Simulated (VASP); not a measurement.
MgO, 2 atoms in the cell. It takes space group P4/mmm (No. 123, tetragonal). Conventional cell: a = 2.828 Å, b = 2.828 Å, c = 4.473 Å, α = 90.00°, β = 90.00°, γ = 90.00°. Within 2.6 Å of Mg (site symmetry 4/mmm) lie 4 O at 2.00 Å. Within 2.6 Å of O (site symmetry 4/mmm) lie 4 Mg at 2.00 Å. 

| Quantity | Value |
| --- | --- |
| Program | VASP 6.6.1 |
| Task | relaxation of cell and atoms |
| Functional | PBE |
| Potentials or basis | VASP PAW PBE potentials, release 64 (Mg, O) |
| Cutoff | 600 eV |
| k mesh | 12 × 12 × 8 |
| Occupations | gaussian, width 0.02 eV |
| Spin | no spin polarisation |
| Dipole correction | no |
| Mended | yes |
| Further INCAR settings | ALGO = Normal; EDIFF = 1e-07; IBRION = 2; EDIFFG = -0.01; NSW = 100; ISIF = 3 |

Potentials or basis: VASP PAW PBE potentials, release 64 (Mg, O).

Launch:

```sh
$ cat potpaw_PBE.64/Mg/POTCAR potpaw_PBE.64/O/POTCAR > POTCAR
$ mpirun -np 1 vasp_std > vasp.out
```

Hardware: 1 thread of Intel(R) Xeon(R) Platinum 8175M CPU @ 2.50GHz (Skylake/Cascade Lake) (shared host).

**Question.** Estimate the wall time of this run.

**Answer.** It took 2.8 min on 1 thread of Intel(R) Xeon(R) Platinum 8175M CPU @ 2.50GHz (Skylake/Cascade Lake) (shared host), peak memory 0.21 GiB. Counts: scf iterations 82, k points 140, ion steps 12.
